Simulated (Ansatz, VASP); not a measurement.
**GaB2: VASP beside Ansatz**

Contents of INCAR:

```
SYSTEM = GaB2
ALGO = Normal ; EDIFF = 1E-6
ENCUT = 500 ; GGA = PE
GGA_COMPAT = .False. ; ISIF = 2
ISMEAR = 0 ; LASPH = .True.
LCHARG = .False. ; LREAL = .False.
LWAVE = .False. ; NBANDS = 16
NELM = 120 ; PREC = Accurate
SIGMA = 0.1
```

File KPOINTS:

```
k-points
0
Gamma
  8 8 8
  0 0 0
```

POSCAR

```
GaB2
1.0
   -1.4423037807      1.4423037807      3.5381514620
    1.4423037807     -1.4423037807      3.5381514620
    1.4423037807      1.4423037807     -3.5381514620
Ga B
1 2
Direct
    0.0000000000      0.0000000000      0.0000000000
    0.6650000000      0.6650000000      0.0000000000
    0.3350000000      0.3350000000      0.0000000000
```

Input for Ansatz:

```yaml
crystal:
  lattice:
    - [-1.4423037807, 1.4423037807, 3.538151462]
    - [1.4423037807, -1.4423037807, 3.538151462]
    - [1.4423037807, 1.4423037807, -3.538151462]
  atoms:
    - { symbol: Ga, position: [0.0, 0.0, 0.0] }
    - { symbol: B, position: [0.665, 0.665, 0.0] }
    - { symbol: B, position: [0.335, 0.335, 0.0] }
basis:
  ecutwfc: 420
kpoints:
  mp_grid: { grid: [8, 8, 8] }
hamiltonian:
  xc: pbe
scf:
  occupations: { method: gaussian, width: 0.1 }
  lower_state_search: "off"
output:
  forces: true
  stress: true
  eigenvalues: true
```

Alike in both runs: task single point; functional PBE; k mesh 8 × 8 × 8; occupations gaussian, width 0.1 eV; no spin polarisation.

|  | VASP | Ansatz |
| --- | --- | --- |
| version | VASP 6.6.1 | Ansatz 0.2.0 |
| potentials or method | VASP PAW PBE potentials, release 64 (Ga_d, B), cutoff 500 eV | scalar-relativistic, plane waves, PAW |
| valence electrons in the cell | 19 | 19 |

Ansatz gave:

| Quantity | Value |
| --- | --- |
| gap on the k mesh at the Fermi level (eV) | none |
| pressure (GPa) | 4.3 |
| traceless stress, the component that is largest in VASP (GPa) | -17.92 |
| rms of the force components (eV/Å) | 0.441 |

Problem. Estimate VASP's values.

Solution. gap on the k mesh at the Fermi level (eV): none; pressure (GPa): 4.4; traceless stress, the component that is largest in VASP (GPa): -17.92; rms of the force components (eV/Å): 0.443.

Atom by atom the forces differ by 0.003 eV/Å (rms over components). A gap of «none» marks a metal or a gap that the smearing closes. The functional is the same, so the differences come from potentials, cutoffs and numerics.

The k mesh is coarse, so the values compare programs but aren't converged.
